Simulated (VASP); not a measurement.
# Te (P4/nmm) in VASP: single point with PBEsol+D3(BJ)

Aim: the single point of Te with PBEsol+D3(BJ).

Program: VASP 6.6.1. These are calculated values, not measurements. Logs are shortened: lines on timing, memory, paths and dates and some standing lists are left out, and cuts for length are marked.

### Step 1. The cell of the first run

Symmetry: P4/nmm, No. 129, tetragonal system. The conventional cell has a = 4.416 Å, b = 4.416 Å, c = 8.716 Å, α = 90.00°, β = 90.00°, γ = 90.00°. Te (site symmetry -4m2) has 8 Te at 3.12 to 3.93 Å within 4.1 Å. Within 5.0 Å of Te (site symmetry 4mm) lie 12 Te at 3.83 to 4.42 Å.

### Step 2. Single point, PBEsol+D3(BJ)

INCAR reads:

```
PREC = Accurate
ENCUT = 520
EDIFF = 1E-6
ISMEAR = 1
SIGMA = 0.1
LREAL = F
LASPH = T
NELM = 60
ALGO = Normal
ISIF = 2
LWAVE = F
LCHARG = F
GGA = PS
IVDW = 12
NBANDS = 20
```

KPOINTS reads:

```
regular mesh
0
Gamma
  5 5 3
```

POSCAR reads:

```
Te
1.0
    4.4158980000      0.0000000000      0.0000000000
    0.0000000000      4.4158980000      0.0000000000
    0.0000000000      0.0000000000      8.7155480000
Te
4
Direct
    0.5000000000      0.5000000000      0.0000000000
    0.0000000000      0.0000000000      0.0000000000
    0.0000000000      0.5000000000      0.6276080000
    0.5000000000      0.0000000000      0.3723920000
```

Potentials or basis: VASP PAW PBE potentials, release 64 (Te).

Command:

```console
$ cat potpaw_PBE.64/Te/POTCAR > POTCAR
$ mpirun -np 1 vasp_std > vasp.out
```

OUTCAR:

```text
PREC = Accurate
   ENCUT = 520
   EDIFF = 1E-6
   ISMEAR = 1
   LREAL = F
   LASPH = T
   NELM = 60
   ISIF = 2
   GGA = PS
   IVDW = 12
 IVDW          = 12

 ion  position               nearest neighbor table
   1  0.500  0.500  0.000-   2 3.12   2 3.12   2 3.12   2 3.12
   2  0.000  0.000  0.000-   1 3.12   1 3.12   1 3.12   1 3.12
   3  0.000  0.500  0.628-
   4  0.500  0.000  0.372-

  LATTYP: Found a simple tetragonal cell.
 ALAT       =     4.4158980000
 C/A-ratio  =     1.9736751166

  Lattice vectors:

 A1 = (   4.4158980000,   0.0000000000,   0.0000000000)
 A2 = (   0.0000000000,   4.4158980000,   0.0000000000)
 A3 = (   0.0000000000,   0.0000000000,   8.7155480000)

Analysis of symmetry for initial positions (statically):
=====================================================================
 Subroutine PRICEL returns:
 Original cell was already a primitive cell.

 Routine SETGRP: Setting up the symmetry group for a
 simple tetragonal supercell.

 Subroutine GETGRP returns: Found 16 space group operations
 (whereof  8 operations were pure point group operations)
 out of a pool of 16 trial point group operations.

The static configuration has the point symmetry D_2d.
 The point group associated with its full space group is D_4h.

Analysis of symmetry for dynamics (positions and initial velocities):
=====================================================================
 Subroutine PRICEL returns:
 Original cell was already a primitive cell.

 Routine SETGRP: Setting up the symmetry group for a
 simple tetragonal supercell.

 Subroutine GETGRP returns: Found 16 space group operations
 (whereof  8 operations were pure point group operations)
 out of a pool of 16 trial point group operations.

The dynamic configuration has the point symmetry D_2d.
 The point group associated with its full space group is D_4h.

 Subroutine INISYM returns: Found 16 space group operations
 (whereof  8 operations are pure point group operations),
 and found     1 'primitive' translations

----------------------------------------------------------------------------------------

                                     Primitive cell

  volume of cell :     169.9545

  direct lattice vectors                    reciprocal lattice vectors
     4.415898000  0.000000000  0.000000000     0.226454506  0.000000000  0.000000000
     0.000000000  4.415898000  0.000000000     0.000000000  0.226454506  0.000000000
     0.000000000  0.000000000  8.715548000     0.000000000  0.000000000  0.114737478

  length of vectors
     4.415898000  4.415898000  8.715548000     0.226454506  0.226454506  0.114737478

  position of ions in fractional coordinates (direct lattice)
     0.500000000  0.500000000  0.000000000
     0.000000000  0.000000000  0.000000000
     0.000000000  0.500000000  0.627608000
     0.500000000  0.000000000  0.372392000

  ion indices of the primitive-cell ions
   primitive index   ion index
                 1           1
                 2           2
                 3           3
                 4           4

----------------------------------------------------------------------------------------

 KPOINTS: regular mesh

Automatic generation of k-mesh.
 Grid dimensions read from file:
 generate k-points for:    5    5    3

 Generating k-lattice:

  Cartesian coordinates                     Fractional coordinates (reciprocal lattice)
     0.045290901  0.000000000  0.000000000     0.200000000  0.000000000  0.000000000
     0.000000000  0.045290901  0.000000000     0.000000000  0.200000000  0.000000000
     0.000000000  0.000000000  0.038245826     0.000000000  0.000000000  0.333333333

  Length of vectors
     0.045290901  0.045290901  0.038245826

  Shift w.r.t. Gamma in fractional coordinates (k-lattice)
     0.000000000  0.000000000  0.000000000

 Subroutine IBZKPT returns following result:
 ===========================================

 Found     12 irreducible k-points:

 Following reciprocal coordinates:
            Coordinates               Weight
  0.000000  0.000000  0.000000      1.000000
  0.200000  0.000000  0.000000      4.000000
  0.400000  0.000000  0.000000      4.000000
  0.200000  0.200000  0.000000      4.000000
  0.400000  0.200000  0.000000      8.000000
  0.400000  0.400000  0.000000      4.000000
  0.000000  0.000000  0.333333      2.000000
  0.200000  0.000000  0.333333      8.000000
  0.400000  0.000000  0.333333      8.000000
  0.200000  0.200000  0.333333      8.000000
  0.400000  0.200000  0.333333     16.000000
  0.400000  0.400000  0.333333      8.000000
   k-points           NKPTS =     12   k-points in BZ     NKDIM =     12   number of bands    NBANDS=     20
   number of dos      NEDOS =    301   number of ions     NIONS =      4
   total plane-waves  NPLWV =  90720
   dimension x,y,z NGX =    36 NGY =   36 NGZ =   70
   dimension x,y,z NGXF=    72 NGYF=   72 NGZF=  140
   ions per type =               4
   NGX,Y,Z   is equivalent  to a cutoff of  13.55, 13.55, 13.35 a.u.
   NGXF,Y,Z  is equivalent  to a cutoff of  27.11, 27.11, 26.70 a.u.
 SYSTEM =  unknown system
   PREC   = accura    normal or accurate (medium, high low for compatibility)
   ISTART =      0    job   : 0-new  1-cont  2-samecut
   ICHARG =      2    charge: 1-file 2-atom 10-const
   ISPIN  =      1    spin polarized calculation?
   LNONCOLLINEAR =      F non collinear calculations
   LSORBIT =      F    spin-orbit coupling
   LASPH  =      T    aspherical Exc in radial PAW
   ENCUT  =  520.0 eV  38.22 Ry    6.18 a.u.   8.21  8.21 16.21*2*pi/ulx,y,z
   NELM   =     60;   NELMIN=  2; NELMDL= -5     # of ELM steps
   EDIFF  = 0.1E-05   stopping-criterion for ELM
   LREAL  =      F    real-space projection
   EDIFFG = 0.1E-04   stopping-criterion for IOM
   NSW    =      0    number of steps for IOM
   IBRION =     -1    ionic relax: 0-MD 1-quasi-New 2-CG
   NFREE  =      0    steps in history (QN), initial steepest desc. (CG)
   ISIF   =      2    stress and relaxation
   ISYM   =      2    0-nonsym 1-usesym 2-fastsym
   POTIM  = 0.5000    time-step for ionic-motion
   TEBEG  =    0.0;   TEEND  =   0.0 temperature during run
   PSTRESS=    0.0 pullay stress
   NELECT =      24.0000    total number of electrons
   NUPDOWN=      -1.0000    fix difference up-down
   EMIN   =  10.00;   EMAX   =-10.00  energy-range for DOS
   EFERMI =   0.00;   METHOD = LEGACY
   ISMEAR =     1;   SIGMA  =   0.10  broadening in eV -4-tet -1-fermi 0-gaus
   EFERMI_NEDOS =   21; number of points for ismear=-14 and -15
   IALGO  =     38    algorithm
   IMIX   =      4    mixing-type and parameters
     AMIX     =   0.40;   BMIX     =  1.00
     AMIX_MAG =   1.60;   BMIX_MAG =  1.00
  volume/ion in A,a.u.               =      42.49       286.73
  Fermi-wavevector in a.u.,A,eV,Ry     =   0.852513  1.611016  9.888420  0.726778
  Thomas-Fermi vector in A             =   1.968813
   LORBIT       =      0    0 simple, 1 ext, 2 COOP (PROOUT), +10 PAW based schemes
   GGA     = PS    functional components
   LHFCALC =     F    Hartree Fock is set to
   AEXX    =    0.0000 exact exchange contribution
   IVDW    =    12    specifies the selected vdW correction
   LEPSILON=     F    determine dielectric tensor
   LRPA    =     F    only Hartree local field effects (RPA)
 non-spin polarized calculation
 Methfessel and Paxton  Order N= 1 SIGMA  =   0.10
  energy-cutoff  :      520.00
  volume of cell :      169.95
 maximum number of plane-waves:      4597
 NGX is ok and might be reduce to    36
   NGX = 17   NGY = 17   NGZ = 33

 number of electron      23.9999996 magnetization

 Free energy of the ion-electron system (eV)
  ---------------------------------------------------
  ext. energy  EPLUGINS =         0.00000000
  ---------------------------------------------------
  free energy    TOTEN  =       -11.22185280 eV

  energy without entropy =      -11.22468058  energy(sigma->0) =      -11.22279539

 E-fermi :   3.1226     XC(G=0):  -8.3272

 val. band max:        3.1155874269   @ k =   0.0000   0.0000   0.3333
 cond. band min:       3.1793848389   @ k =   0.4000   0.4000   0.3333
 fundamental gap:      0.0637974120
 Fermi energy:         3.1225544969

 k-point     1 :       0.0000    0.0000    0.0000
  band No.  band energies     occupation
      1      -9.6112      2.00000
      2      -7.5571      2.00000
      3      -6.6763      2.00000
      4      -5.4418      2.00000
      5      -0.4386      2.00000
      6      -0.4386      2.00000
[... 12 lines left out ...]
     19       8.3956      0.00000
     20       9.4430      0.00000

 k-point     2 :       0.2000    0.0000    0.0000
  band No.  band energies     occupation
      1      -9.3502      2.00000
      2      -7.4245      2.00000
      3      -6.7094      2.00000
      4      -6.0925      2.00000
      5      -0.2022      2.00000
      6      -0.1070      2.00000
[... 12 lines left out ...]
     19       8.9551      0.00000
     20       9.8161      0.00000

 k-point     3 :       0.4000    0.0000    0.0000
  band No.  band energies     occupation
      1      -8.5915      2.00000
      2      -7.4417      2.00000
      3      -7.1015      2.00000
      4      -6.7807      2.00000
      5      -0.0729      2.00000
      6       0.4825      2.00000
[... 12 lines left out ...]
     19       9.8848      0.00000
     20      10.0761      0.00000

 k-point     4 :       0.2000    0.2000    0.0000
  band No.  band energies     occupation
      1      -9.1010      2.00000
      2      -7.3039      2.00000
      3      -6.7124      2.00000
      4      -6.4356      2.00000
      5      -1.1490      2.00000
      6      -0.0681      2.00000
[... 153 lines left out ...]
 k-point    11 :       0.4000    0.2000    0.3333
  band No.  band energies     occupation
      1      -8.3848      2.00000
      2      -7.3883      2.00000
      3      -7.0330      2.00000
      4      -6.7602      2.00000
      5      -1.0647      2.00000
      6       0.1055      2.00000
[... 12 lines left out ...]
     19       9.8630      0.00000
     20      10.1838      0.00000

 k-point    12 :       0.4000    0.4000    0.3333
  band No.  band energies     occupation
      1      -7.8811      2.00000
      2      -7.4220      2.00000
      3      -6.8954      2.00000
      4      -6.7673      2.00000
      5      -2.0026      2.00000
      6      -1.5059      2.00000
[... 12 lines left out ...]
     19       9.9728      0.00000
     20      10.6303      0.00000

------------------------ aborting loop because EDIFF is reached ----------------------------------------

 Edisp (eV)   -1.30021

 E8    (eV) :    -0.8822

  FORCE on cell =-STRESS in cart. coord.  units (eV):
  Direction    XX          YY          ZZ          XY          YZ          ZX
  --------------------------------------------------------------------------------------
  -------------------------------------------------------------------------------------
  Total      -7.47080    -7.47080   -10.05395     0.00000    -0.00000     0.00000
  in kB     -70.42790   -70.42790   -94.77955     0.00000    -0.00000     0.00000
  external pressure =      -78.55 kB  Pullay stress =        0.00 kB

 VOLUME and BASIS-vectors are now :
 -----------------------------------------------------------------------------
  energy-cutoff  :      520.00
  volume of cell :      169.95
      direct lattice vectors                 reciprocal lattice vectors
     4.415898000  0.000000000  0.000000000     0.226454506  0.000000000  0.000000000
     0.000000000  4.415898000  0.000000000     0.000000000  0.226454506  0.000000000
     0.000000000  0.000000000  8.715548000     0.000000000  0.000000000  0.114737478

 POSITION                                       TOTAL-FORCE (eV/Angst)
 -----------------------------------------------------------------------------------
      2.20795      2.20795      0.00000         0.000000      0.000000      0.000000
      0.00000      0.00000      0.00000         0.000000     -0.000000      0.000000
      0.00000      2.20795      5.46995        -0.000000     -0.000000     -0.969378
      2.20795      0.00000      3.24560         0.000000      0.000000      0.969378
 -----------------------------------------------------------------------------------
    total drift:                               -0.000000      0.000000     -0.000000

  FREE ENERGIE OF THE ION-ELECTRON SYSTEM (eV)
  ---------------------------------------------------
  free  energy   TOTEN  =       -12.5220666078 eV

  energy  without entropy=      -12.5248943917  energy(sigma->0) =      -12.52300920
```

Run time: 45 s. Hardware: 1 thread of Intel Xeon 6975P-C, shared host; peak memory 0.28 GiB.

What came out:

```
Free energy                : -12.5221 eV
Pressure                   : -7.9 GPa
Largest force              : 0.969 eV/Å
Band gap on the k mesh     : zero (band 12 reaches 3.61 eV, above the bottom of band 13 at 2.89 eV)
Dispersion energy per atom : -0.325 eV
```

Forces on the atoms (eV/Å):
```
Te   0.000  0.000  0.000
Te   0.000  0.000  0.000
Te   0.000  0.000 -0.969
Te   0.000  0.000  0.969
```

Caveat: three body term missing; the PAW data sets were made with another functional, which shifts forces and pressure a little; spin-orbit coupling is left out, which moves the levels of the heavy elements.
